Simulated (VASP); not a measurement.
# Cu (I4/mmm) in VASP: further runs, part 2 of 2

VASP 6.6.1. Earlier steps stand in the parts before.

### Step 5. Single point, PBEsol (11.14 Å³/atom)

This run uses another cell than the first one, of 11.14 Å³/atom.

INCAR

```
PREC = Accurate
ENCUT = 520
EDIFF = 1E-7
ISMEAR = -1
SIGMA = 0.15
LREAL = False
LASPH = True
NELM = 60
ALGO = Fast
ISIF = 2
LWAVE = False
LCHARG = False
GGA = PS
NBANDS = 12
```

KPOINTS

```
regular mesh
0
Gamma
  24 24 24
```

POSCAR

```
Cu
1.0
   -1.4314109394      1.4314109394      1.3592483704
    1.4314109394     -1.4314109394      1.3592483704
    1.4314109394      1.4314109394     -1.3592483704
Cu
1
Direct
    0.0000000000      0.0000000000      0.0000000000
```

Potentials or basis: VASP PAW PBE potentials, release 64 (Cu).

Started as:

```sh
> cat potpaw_PBE.64/Cu/POTCAR > POTCAR
> mpirun -np 1 vasp_std > vasp.out
```

OUTCAR:

```text
PREC = Accurate
   ENCUT = 520
   EDIFF = 1E-7
   ISMEAR = -1
   LREAL = False
   LASPH = True
   NELM = 60
   ISIF = 2
   GGA = PS

 ion  position               nearest neighbor table
   1  0.000  0.000  0.000-

  LATTYP: Found a body centered tetragonal cell.
 ALAT       =     2.8628218788
 C/A-ratio  =     0.9495864067

  Lattice vectors:

 A1 = (  -1.4314109394,   1.4314109394,   1.3592483704)
[... 537 lines left out ...]
      9      25.7896      0.00000
     10      30.2756      0.00000
     11      33.4418      0.00000
     12      42.2647      0.00000

 [... further k-points ...]

------------------------ aborting loop because EDIFF is reached ----------------------------------------

  FORCE on cell =-STRESS in cart. coord.  units (eV):
  Direction    XX          YY          ZZ          XY          YZ          ZX
  --------------------------------------------------------------------------------------
  -------------------------------------------------------------------------------------
  Total        0.3261173      0.3261173      0.3270371      0.0000000      0.0000000      0.0000000
  in kB       46.9026047     46.9026047     47.0348906      0.0000000      0.0000000      0.0000000
  external PRESSURE =      46.9467000 kB  Pullay stress =       0.0000000 kB

 VOLUME and BASIS-vectors are now :
 -----------------------------------------------------------------------------
  energy-cutoff  :      520.00
  volume of cell :       11.14
      direct lattice vectors                 reciprocal lattice vectors
    -1.431410939  1.431410939  1.359248370     0.000000000  0.349305700  0.367850358
     1.431410939 -1.431410939  1.359248370     0.349305700  0.000000000  0.367850358
     1.431410939  1.431410939 -1.359248370     0.349305700  0.349305700  0.000000000

 POSITION                                       TOTAL-FORCE (eV/Angst)
 -----------------------------------------------------------------------------------
      0.00000      0.00000      0.00000        -0.000000      0.000000      0.000000
 -----------------------------------------------------------------------------------
    total drift:                               -0.000000      0.000000      0.000000

  FREE ENERGIE OF THE ION-ELECTRON SYSTEM (eV)
  ---------------------------------------------------
  free  energy   TOTEN  =        -4.2785370837 eV

  energy  without entropy=       -4.2554226395  energy(sigma->0) =       -4.26697986
```

OSZICAR:

```text
N       E                     dE             d eps       ncg     rms          rms(c)
DAV:   1     0.416173261994E+02    0.41617E+02   -0.54241E+03 28444   0.157E+03
DAV:   2    -0.408653774275E+01   -0.45704E+02   -0.42315E+02 26408   0.206E+02
DAV:   3    -0.537017918326E+01   -0.12836E+01   -0.12721E+01 29392   0.393E+01
DAV:   4    -0.537760187565E+01   -0.74227E-02   -0.74216E-02 28872   0.267E+00
DAV:   5    -0.537766725578E+01   -0.65380E-04   -0.65381E-04 29532   0.254E-01    0.835E+00
RMM:   6    -0.464020756630E+01    0.73746E+00   -0.33965E+00 31996   0.342E+01    0.441E+00
RMM:   7    -0.429712126369E+01    0.34309E+00   -0.45431E-01 31733   0.121E+01    0.111E+00
RMM:   8    -0.428071443789E+01    0.16407E-01   -0.17037E-02 32843   0.131E+00    0.354E-01
RMM:   9    -0.427845423432E+01    0.22602E-02   -0.44493E-03 33147   0.127E+00    0.264E-02
RMM:  10    -0.427852927650E+01   -0.75042E-04   -0.54122E-04 33591   0.299E-01    0.101E-02
RMM:  11    -0.427853530298E+01   -0.60265E-05   -0.77229E-05 34987   0.126E-01    0.132E-02
RMM:  12    -0.427853672003E+01   -0.14170E-05   -0.22078E-05 36348   0.567E-02    0.420E-03
RMM:  13    -0.427853710163E+01   -0.38161E-06   -0.35782E-06 33373   0.180E-02    0.261E-03
RMM:  14    -0.427853708369E+01    0.17946E-07   -0.36869E-07 27605   0.734E-03
   1 F= -.42785371E+01 E0= -.42669799E+01  d E =-.231144E-01
```

stdout:

```text
POSCAR found type information on POSCAR Cu
 POSCAR found :  1 types and       1 ions
 scaLAPACK will be used
 -----------------------------------------------------------------------------
|                                                                             |
|                                                                             |
|     You enforced a specific xc type in the INCAR file but a different       |
|     I HOPE YOU KNOW WHAT YOU ARE DOING!                                     |
|                                                                             |
 -----------------------------------------------------------------------------

 LDA part: xc-table for (Slater+PW92), standard interpolation
 POSCAR, INCAR and KPOINTS ok, starting setup
 FFT: planning ... GRIDC
 FFT: planning ... GRID_SOFT
 FFT: planning ... GRID
 WAVECAR not read
 entering main loop
WARNING in EDDRMM: call to ZHEGV failed, returncode =   6  3      9
WARNING in EDDRMM: call to ZHEGV failed, returncode =   6  3     10
WARNING in EDDRMM: call to ZHEGV failed, returncode =   6  3      9
WARNING in EDDRMM: call to ZHEGV failed, returncode =   6  3     11
WARNING in EDDRMM: call to ZHEGV failed, returncode =   6  3     11
WARNING in EDDRMM: call to ZHEGV failed, returncode =   6  3      9
WARNING in EDDRMM: call to ZHEGV failed, returncode =   6  3      8
WARNING in EDDRMM: call to ZHEGV failed, returncode =   6  3     12
WARNING in EDDRMM: call to ZHEGV failed, returncode =   6  3      9
WARNING in EDDRMM: call to ZHEGV failed, returncode =   6  3      9
WARNING in EDDRMM: call to ZHEGV failed, returncode =   6  3     10
WARNING in EDDRMM: call to ZHEGV failed, returncode =   6  3     10
WARNING in EDDRMM: call to ZHEGV failed, returncode =   6  3      9
```

It took 74 s on 1 thread of Intel Xeon Platinum 8559C (Emerald Rapids), shared host; peak memory 0.24 GiB.

What came out:

- Free energy: -4.2785 eV
- Pressure: 4.7 GPa
- Band gap on the k mesh: zero (an odd number of electrons rules out a gap without spin polarisation)

Caveat: the cell stands under pressure; the PAW data sets were made with another functional, which shifts forces and pressure a little.

### Step 6. Relaxation of shape and atoms at fixed volume, PBEsol (11.14 Å³/atom)

This run uses another cell than the first one, of 11.14 Å³/atom.

INCAR

```
SYSTEM = Cu
PREC = Accurate
ENCUT = 600
EDIFF = 1E-6
ISMEAR = -1
SIGMA = 0.15
LREAL = .False.
LASPH = .True.
NELM = 100
ALGO = Fast
ISIF = 4
LWAVE = .False.
LCHARG = .False.
GGA = PS
IBRION = 2
NSW = 80
EDIFFG = -0.001
```

KPOINTS

```
Automatic mesh
0
Gamma
  24 24 24
  0 0 0
```

POSCAR

```
Cu
1.0
   -1.4344474038      1.4344474038      1.3534998976
    1.4344474038     -1.4344474038      1.3534998976
    1.4344474038      1.4344474038     -1.3534998976
Cu
1
Direct
    0.0000000000      0.0000000000      0.0000000000
```

Potentials or basis: VASP PAW PBE potentials, release 64 (Cu).

Started as:

```sh
> cat potpaw_PBE.64/Cu/POTCAR > POTCAR
> mpirun -np 1 vasp_std > vasp.out
```

Run time: 2.9 min. Hardware: 1 thread of Intel Xeon Platinum 8559C (Emerald Rapids), shared host; peak memory 0.26 GiB.

Results (log left out):

| Property | Result |
| --- | --- |
| Free energy | -4.2787 eV |
| Energy gained by relaxing | 0.0 meV/atom |
| Ionic steps | 6 |
| Pressure after relaxing | 4.7 GPa |
| Band gap on the k mesh | zero (an odd number of electrons rules out a gap without spin polarisation) |

Final structure:
```yaml
crystal:
  lattice:
    - [-1.42624, 1.42624, 1.36912]
    - [1.42624, -1.42624, 1.36912]
    - [1.42624, 1.42624, -1.36912]
  atoms:
    - { symbol: Cu, position: [0.00000, 0.00000, 0.00000] }
```

Levels at points of the mesh, in eV from the Fermi level:
```csv
k point,band 3,band 4,band 5,band 6,band 7,band 8,band 9
"(0.00, 0.00, 0.00)",-3.23,-3.23,-2.28,-2.10,25.22,25.22,26.28
"(0.50, 0.00, 0.00)",-2.21,-1.99,-1.38,-0.66,4.82,17.61,17.84
"(0.50, 0.50, 0.00)",-2.36,-2.11,-1.40,-0.98,4.36,18.70,19.10
"(0.50, 0.50, 0.50)",-1.58,-1.58,-1.54,7.89,7.89,9.51,13.62
```

Caveat: the PAW data sets were made with another functional, which shifts forces and pressure a little.

### Step 7. Overview

```csv
task,cell,k mesh,cutoff (eV),smearing,gap on the mesh (eV),pressure (GPa)
relaxation of shape and atoms at fixed volume,"relaxed from a = 2.503 Å, angles 107.7, 107.7, 113.0°, 1 atom",20 × 20 × 20,600,gaussian 0.1 eV,none,-7.1
relaxation of shape and atoms at fixed volume,"relaxed from a = 2.534 Å, angles 107.7, 107.7, 113.0°, 1 atom",20 × 20 × 20,600,gaussian 0.1 eV,none,-11.5
single point,"a = 2.472 Å, angles 107.8, 107.8, 112.9°, 1 atom",24 × 24 × 24,520,fermi-dirac 0.15 eV,none,-2.4
single point,"a = 2.438 Å, angles 108.1, 108.1, 112.2°, 1 atom",24 × 24 × 24,520,fermi-dirac 0.15 eV,none,4.7
relaxation of shape and atoms at fixed volume,"relaxed from a = 2.439 Å, angles 107.9, 107.9, 112.6°, 1 atom",24 × 24 × 24,600,fermi-dirac 0.15 eV,none,4.7
```

Alike in all rows: level PBEsol; potentials or basis VASP PAW PBE potentials, release 64 (Cu); no spin polarisation.

Caveats: the PAW data sets were made with another functional, which shifts forces and pressure a little; the relaxation stopped at its first step, so nothing moved (at least some runs); the cell stands under pressure (at least some runs).

Total energies depend on the potentials used, so only differences within one code and one set of settings carry meaning.
